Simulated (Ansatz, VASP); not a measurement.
## Two plane-wave programs on C

```
C
1.0
     0.00000    1.73702    1.73702
     1.73702    0.00000    1.73702
     1.73702    1.73702    0.00000
C
2
Direct
  0.50000 0.50000 0.50000
  0.75000 0.75000 0.75000
```

Alike in both runs: task single point; functional LDA; k mesh 12 × 12 × 12; occupations gaussian, width 0.05 eV; no spin polarisation.

```csv
,VASP,Ansatz
version,VASP 6.6.1,Ansatz 0.2.0
potentials or method,"VASP PAW LDA potentials, release 64 (C_h), cutoff 910 eV","scalar-relativistic, plane waves, PAW"
valence electrons in the cell,8,8
```

```csv
,VASP,Ansatz,Ansatz less VASP
gap on the k mesh at the Fermi level (eV),4.33,4.33,+0.006
least direct gap on the mesh (eV),5.77,5.76,-0.003
```

Ansatz warns that its potentials were made for another functional, while VASP's fit it. LDA's correlation is that of Perdew and Zunger in VASP and of Perdew and Wang (1992) in Ansatz.

Noted on VASP's run: the cutoff is short for stress, so the pressure is rough.
